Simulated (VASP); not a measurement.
# LiF (Cmc2_1) in VASP: single point with PBEsol

Aim: the single point of LiF with PBEsol.

Everything below comes from runs of VASP 6.6.1. Logs are shortened: lines on timing, memory, paths and dates and some standing lists are left out, and cuts for length are marked.

## Step 1: The cell of the first run

Symmetry: Cmc2_1, No. 36, orthorhombic system. The conventional cell has a = 3.291 Å, b = 5.359 Å, c = 4.725 Å, α = 90.00°, β = 90.00°, γ = 90.00°. Li (site symmetry m) has 4 F at 1.80 to 1.94 Å within 2.4 Å. F (site symmetry m) has 4 Li at 1.80 to 1.94 Å within 2.4 Å.

## Step 2: Single point, PBEsol (strained and its atoms moved)

The input, INCAR:

```
ALGO     = Normal         # electronic algorithm
EDIFF    = 1E-6           # SCF threshold, eV
ENCUT    = 520            # plane-wave cutoff, eV
GGA      = PS             # functional
ISIF     = 2              # what is computed and relaxed
ISMEAR   = 0              # smearing method
LASPH    = T              # aspherical terms in the spheres
LCHARG   = F              # write CHGCAR
LREAL    = F              # projectors in reciprocal space
LWAVE    = F              # write WAVECAR
NBANDS   = 18             # bands
NELM     = 100            # most SCF steps
PREC     = Accurate       # precision mode
SIGMA    = 0.02           # smearing width, eV
```

The input, KPOINTS:

```
k-points
0
Gamma
  9 9 6
```

The input, POSCAR:

```
LiF
1.0
    3.1431260516      0.0851247363      0.0000000000
   -1.4978428416      2.7645834860      0.0000000000
    0.0000000000      0.0000000000      4.7251193199
Li F
2 2
Direct
    0.3330452755      0.6669547245      0.3925570454
    0.6669547245      0.3330452755      0.8925570454
    0.3398342039      0.6601657961      0.9824409546
    0.6601657961      0.3398342039      0.4824409546
```

Potentials or basis: VASP PAW PBE potentials, release 64 (Li_sv, F).

Launch:

```sh
$ cat potpaw_PBE.64/Li_sv/POTCAR potpaw_PBE.64/F/POTCAR > POTCAR
$ mpirun -np 1 vasp_std > vasp.out
```

OUTCAR:

```text
EDIFF = 1E-6
   ENCUT = 520
   GGA = PS
   ISIF = 2
   ISMEAR = 0
   LASPH = T
   LREAL = F
   NELM = 100
   PREC = Accurate

 ion  position               nearest neighbor table
   1  0.333  0.667  0.393-   4 1.80   4 1.94   4 1.94   3 1.94
   2  0.667  0.333  0.893-   3 1.80   3 1.94   3 1.94   4 1.94
   3  0.340  0.660  0.982-   2 1.80   2 1.94   2 1.94   1 1.94
   4  0.660  0.340  0.482-   1 1.80   1 1.94   1 1.94   2 1.94

  LATTYP: Found a base centered orthorhombic cell.
 ALAT       =     3.2905613189
 B/A-ratio  =     1.6285751321
 C/A-ratio  =     1.4359614856

  Lattice vectors:

 A1 = (   3.1431260516,   0.0851247363,   0.0000000000)
 A2 = (  -1.4978428416,   2.7645834860,   0.0000000000)
 A3 = (   0.0000000000,   0.0000000000,   4.7251193199)

Analysis of symmetry for initial positions (statically):
=====================================================================
 Subroutine PRICEL returns:
 Original cell was already a primitive cell.

 Routine SETGRP: Setting up the symmetry group for a
 base centered orthorhombic supercell.

 Subroutine GETGRP returns: Found  4 space group operations
 (whereof  2 operations were pure point group operations)
 out of a pool of  8 trial point group operations.

The static configuration has the point symmetry C_1h.
 The point group associated with its full space group is C_2v.

Analysis of symmetry for dynamics (positions and initial velocities):
=====================================================================
 Subroutine PRICEL returns:
 Original cell was already a primitive cell.

 Routine SETGRP: Setting up the symmetry group for a
 base centered orthorhombic supercell.

 Subroutine GETGRP returns: Found  4 space group operations
 (whereof  2 operations were pure point group operations)
 out of a pool of  8 trial point group operations.

The dynamic configuration has the point symmetry C_1h.
 The point group associated with its full space group is C_2v.

 Subroutine INISYM returns: Found  4 space group operations
 (whereof  2 operations are pure point group operations),
 and found     1 'primitive' translations

----------------------------------------------------------------------------------------

                                     Primitive cell

  volume of cell :      41.6611

  direct lattice vectors                    reciprocal lattice vectors
     3.143126052  0.085124736  0.000000000     0.313553700  0.169882432  0.000000000
    -1.497842842  2.764583486  0.000000000    -0.009654683  0.356487264  0.000000000
     0.000000000  0.000000000  4.725119320     0.000000000  0.000000000  0.211634867

  length of vectors
     3.144278550  3.144273371  4.725119320     0.356617391  0.356617978  0.211634867

  position of ions in fractional coordinates (direct lattice)
     0.333045275  0.666954725  0.392557045
     0.666954725  0.333045275  0.892557045
     0.339834204  0.660165796  0.982440955
     0.660165796  0.339834204  0.482440955

  ion indices of the primitive-cell ions
   primitive index   ion index
                 1           1
                 2           2
                 3           3
                 4           4

----------------------------------------------------------------------------------------

 KPOINTS: k-points

Automatic generation of k-mesh.
 Grid dimensions read from file:
 generate k-points for:    9    9    6

 Generating k-lattice:

  Cartesian coordinates                     Fractional coordinates (reciprocal lattice)
     0.034839300  0.018875826  0.000000000     0.111111111  0.000000000  0.000000000
    -0.001072743  0.039609696  0.000000000     0.000000000  0.111111111  0.000000000
     0.000000000  0.000000000  0.035272478     0.000000000  0.000000000  0.166666667

  Length of vectors
     0.039624155  0.039624220  0.035272478

  Shift w.r.t. Gamma in fractional coordinates (k-lattice)
     0.000000000  0.000000000  0.000000000

 Subroutine IBZKPT returns following result:
 ===========================================

 Found    100 irreducible k-points:

 Following reciprocal coordinates:
            Coordinates               Weight
  0.000000  0.000000  0.000000      1.000000
  0.111111 -0.000000  0.000000      4.000000
  0.222222  0.000000  0.000000      4.000000
  0.333333 -0.000000  0.000000      4.000000
  0.444444  0.000000  0.000000      4.000000
  0.111111  0.111111  0.000000      2.000000
[... 16 lines left out ...]
 -0.333333  0.333333  0.000000      2.000000
  0.444444  0.444444  0.000000      2.000000
 [... further k-points ...]
   k-points           NKPTS =    100   k-points in BZ     NKDIM =    100   number of bands    NBANDS=     18
   number of dos      NEDOS =    301   number of ions     NIONS =      4
   total plane-waves  NPLWV =  20736
   dimension x,y,z NGX =    24 NGY =   24 NGZ =   36
   dimension x,y,z NGXF=    48 NGYF=   48 NGZF=   72
   ions per type =               2   2
   NGX,Y,Z   is equivalent  to a cutoff of  12.69, 12.69, 12.67 a.u.
   NGXF,Y,Z  is equivalent  to a cutoff of  25.38, 25.38, 25.33 a.u.
 SYSTEM =  unknown system
   PREC   = accura    normal or accurate (medium, high low for compatibility)
   ISTART =      0    job   : 0-new  1-cont  2-samecut
   ICHARG =      2    charge: 1-file 2-atom 10-const
   ISPIN  =      1    spin polarized calculation?
   LNONCOLLINEAR =      F non collinear calculations
   LSORBIT =      F    spin-orbit coupling
   LASPH  =      T    aspherical Exc in radial PAW
   ENCUT  =  520.0 eV  38.22 Ry    6.18 a.u.   5.85  5.85  8.79*2*pi/ulx,y,z
   NELM   =    100;   NELMIN=  2; NELMDL= -5     # of ELM steps
   EDIFF  = 0.1E-05   stopping-criterion for ELM
   LREAL  =      F    real-space projection
   EDIFFG = 0.1E-04   stopping-criterion for IOM
   NSW    =      0    number of steps for IOM
   IBRION =     -1    ionic relax: 0-MD 1-quasi-New 2-CG
   NFREE  =      0    steps in history (QN), initial steepest desc. (CG)
   ISIF   =      2    stress and relaxation
   ISYM   =      2    0-nonsym 1-usesym 2-fastsym
   POTIM  = 0.5000    time-step for ionic-motion
   TEBEG  =    0.0;   TEEND  =   0.0 temperature during run
   PSTRESS=    0.0 pullay stress
   NELECT =      20.0000    total number of electrons
   NUPDOWN=      -1.0000    fix difference up-down
   EMIN   =  10.00;   EMAX   =-10.00  energy-range for DOS
   EFERMI =   0.00;   METHOD = LEGACY
   ISMEAR =     0;   SIGMA  =   0.02  broadening in eV -4-tet -1-fermi 0-gaus
   EFERMI_NEDOS =   21; number of points for ismear=-14 and -15
   IALGO  =     38    algorithm
   IMIX   =      4    mixing-type and parameters
     AMIX     =   0.40;   BMIX     =  1.00
     AMIX_MAG =   1.60;   BMIX_MAG =  1.00
  volume/ion in A,a.u.               =      10.42        70.29
  Fermi-wavevector in a.u.,A,eV,Ry     =   1.281862  2.422368 22.356691  1.643170
  Thomas-Fermi vector in A             =   2.414207
   LORBIT       =      0    0 simple, 1 ext, 2 COOP (PROOUT), +10 PAW based schemes
   GGA     = PS    functional components
   LHFCALC =     F    Hartree Fock is set to
   AEXX    =    0.0000 exact exchange contribution
   IVDW    =     0    specifies the selected vdW correction
   LEPSILON=     F    determine dielectric tensor
   LRPA    =     F    only Hartree local field effects (RPA)
 non-spin polarized calculation
 Gauss-broadening in eV      SIGMA  =   0.02
  energy-cutoff  :      520.00
  volume of cell :       41.66
 maximum number of plane-waves:      1138
   NGX = 11   NGY = 11   NGZ = 17

 number of electron      20.0000004 magnetization

 Free energy of the ion-electron system (eV)
  ---------------------------------------------------
  ext. energy  EPLUGINS =         0.00000000
  ---------------------------------------------------
  free energy    TOTEN  =       -19.55158448 eV

  energy without entropy =      -19.55158448  energy(sigma->0) =      -19.55158448

 E-fermi :  -2.4807     XC(G=0):  -8.8122

 val. band max:       -2.5863755213   @ k =   0.0000   0.0000   0.0000
 cond. band min:       4.6367199556   @ k =   0.0000   0.0000   0.0000
 fundamental gap:      7.2230954769
 Fermi energy:        -2.4806691181

 k-point     1 :       0.0000    0.0000    0.0000
  band No.  band energies     occupation
      1     -42.6779      2.00000
      2     -42.6380      2.00000
      3     -21.9881      2.00000
      4     -21.6894      2.00000
      5      -4.8661      2.00000
      6      -3.3133      2.00000
[... 10 lines left out ...]
     17      16.5715      0.00000
     18      18.0200      0.00000

 k-point     2 :       0.1111   -0.0000    0.0000
  band No.  band energies     occupation
      1     -42.6750      2.00000
      2     -42.6372      2.00000
      3     -21.9753      2.00000
      4     -21.6916      2.00000
      5      -4.7989      2.00000
      6      -3.4249      2.00000
[... 10 lines left out ...]
     17      16.6728      0.00000
     18      17.3871      0.00000

 k-point     3 :       0.2222    0.0000    0.0000
  band No.  band energies     occupation
      1     -42.6673      2.00000
      2     -42.6352      2.00000
      3     -21.9399      2.00000
      4     -21.6994      2.00000
      5      -4.6220      2.00000
      6      -3.7458      2.00000
[... 10 lines left out ...]
     17      16.5453      0.00000
     18      16.8311      0.00000

 k-point     4 :       0.3333   -0.0000    0.0000
  band No.  band energies     occupation
      1     -42.6579      2.00000
      2     -42.6338      2.00000
      3     -21.8931      2.00000
      4     -21.7147      2.00000
      5      -4.4790      2.00000
      6      -4.0132      2.00000
[... 10 lines left out ...]
     17      16.6778      0.00000
     18      16.9536      0.00000

 k-point     5 :       0.4444    0.0000    0.0000
  band No.  band energies     occupation
      1     -42.6508      2.00000
      2     -42.6339      2.00000
      3     -21.8536      2.00000
      4     -21.7334      2.00000
      5      -4.5785      2.00000
      6      -3.9087      2.00000
[... 10 lines left out ...]
     17      16.4871      0.00000
     18      17.1306      0.00000

 k-point     6 :       0.1111    0.1111    0.0000
  band No.  band energies     occupation
      1     -42.6702      2.00000
      2     -42.6360      2.00000
      3     -21.9530      2.00000
      4     -21.6964      2.00000
      5      -4.6797      2.00000
      6      -3.6714      2.00000
[... 10 lines left out ...]
     17      16.7041      0.00000
     18      17.1590      0.00000

 k-point     7 :       0.2222    0.1111    0.0000
  band No.  band energies     occupation
      1     -42.6617      2.00000
      2     -42.6344      2.00000
      3     -21.9123      2.00000
      4     -21.7075      2.00000
      5      -4.4795      2.00000
      6      -4.0557      2.00000
[... 10 lines left out ...]
     17      16.7281      0.00000
     18      17.2229      0.00000

 k-point     8 :       0.3333    0.1111    0.0000
  band No.  band energies     occupation
      1     -42.6530      2.00000
      2     -42.6338      2.00000
      3     -21.8664      2.00000
      4     -21.7259      2.00000
      5      -4.5135      2.00000
      6      -4.0904      2.00000
[... 10 lines left out ...]
     17      16.2069      0.00000
     18      17.3530      0.00000
[... 229 lines left out ...]
     17      16.3005      0.00000
     18      16.5749      0.00000

 k-point    20 :       0.3333    0.3333    0.0000
  band No.  band energies     occupation
      1     -42.6403      2.00000
      2     -42.6363      2.00000
      3     -21.7966      2.00000
      4     -21.7656      2.00000
      5      -4.7425      2.00000
      6      -3.8089      2.00000
[... 10 lines left out ...]
     17      14.6242      0.00000
     18      17.4475      0.00000

 k-point    21 :       0.4444    0.3333    0.0000
  band No.  band energies     occupation
      1     -42.6412      2.00000
      2     -42.6349      2.00000
      3     -21.8040      2.00000
      4     -21.7585      2.00000
      5      -4.6609      2.00000
      6      -3.9750      2.00000
[... 10 lines left out ...]
     17      15.0988      0.00000
     18      17.2876      0.00000

 k-point    22 :      -0.4444    0.3333    0.0000
  band No.  band energies     occupation
      1     -42.6471      2.00000
      2     -42.6326      2.00000
      3     -21.8403      2.00000
      4     -21.7342      2.00000
      5      -4.4784      2.00000
      6      -4.0658      2.00000
[... 10 lines left out ...]
     17      15.6334      0.00000
     18      17.0248      0.00000

 k-point    23 :      -0.3333    0.3333    0.0000
  band No.  band energies     occupation
      1     -42.6533      2.00000
      2     -42.6322      2.00000
      3     -21.8745      2.00000
      4     -21.7178      2.00000
      5      -4.4158      2.00000
      6      -3.9546      2.00000
[... 10 lines left out ...]
     17      15.8367      0.00000
     18      16.7373      0.00000

 k-point    24 :       0.4444    0.4444    0.0000
  band No.  band energies     occupation
      1     -42.6407      2.00000
      2     -42.6344      2.00000
      3     -21.8006      2.00000
      4     -21.7601      2.00000
      5      -4.6029      2.00000
      6      -3.9355      2.00000
[... 10 lines left out ...]
     17      15.4129      0.00000
     18      17.1298      0.00000

 [... further k-points ...]
[... 5 lines left out ...]
  --------------------------------------------------------------------------------------
  -------------------------------------------------------------------------------------
  Total       -0.1233863     -0.9440642     -0.6285844     -0.7107298     -0.0000000      0.0000000
  in kB       -4.7451175    -36.3062632    -24.1737289    -27.3328261     -0.0000000      0.0000000
  external PRESSURE =     -21.7417032 kB  Pullay stress =       0.0000000 kB

 VOLUME and BASIS-vectors are now :
 -----------------------------------------------------------------------------
  energy-cutoff  :      520.00
  volume of cell :       41.66
      direct lattice vectors                 reciprocal lattice vectors
     3.143126052  0.085124736  0.000000000     0.313553700  0.169882432  0.000000000
    -1.497842842  2.764583486  0.000000000    -0.009654683  0.356487264  0.000000000
     0.000000000  0.000000000  4.725119320     0.000000000  0.000000000  0.211634867

 POSITION                                       TOTAL-FORCE (eV/Angst)
 -----------------------------------------------------------------------------------
      0.04781      1.87220      1.85488        -0.260200      0.150226     -0.101400
      1.59747      0.97751      4.21744         0.260200     -0.150226     -0.101400
      0.07932      1.85401      4.64215        -0.330842      0.191011      0.101400
      1.56597      0.99570      2.27959         0.330842     -0.191011      0.101400
 -----------------------------------------------------------------------------------
    total drift:                               -0.000001     -0.000001      0.001074

  FREE ENERGIE OF THE ION-ELECTRON SYSTEM (eV)
  ---------------------------------------------------
  free  energy   TOTEN  =       -19.5515844846 eV

  energy  without entropy=      -19.5515844846  energy(sigma->0) =      -19.55158448
```

Wall time 41 s (1 thread of Intel Xeon Platinum 8488C (Sapphire Rapids), shared host); peak memory 0.18 GiB.

Results:

```yaml
Free_energy: -19.5516 eV
Largest_force: 0.395 eV/Å
Band_gap_on_the_k_mesh: 7.22 eV, direct
```

Forces in eV/Å, atoms in the order of the input:
```
Li  -0.260  0.150 -0.101
Li   0.260 -0.150 -0.101
F   -0.331  0.191  0.101
F    0.331 -0.191  0.101
```

Caveat: the cell differs from its parent crystal (strained and its atoms moved); the cutoff is under 1.25 times the usual one of these potentials, so pressure, stress and relaxed cells hold a basis-set (Pulay) error; the PAW data sets were made with another functional, which shifts forces and pressure a little.
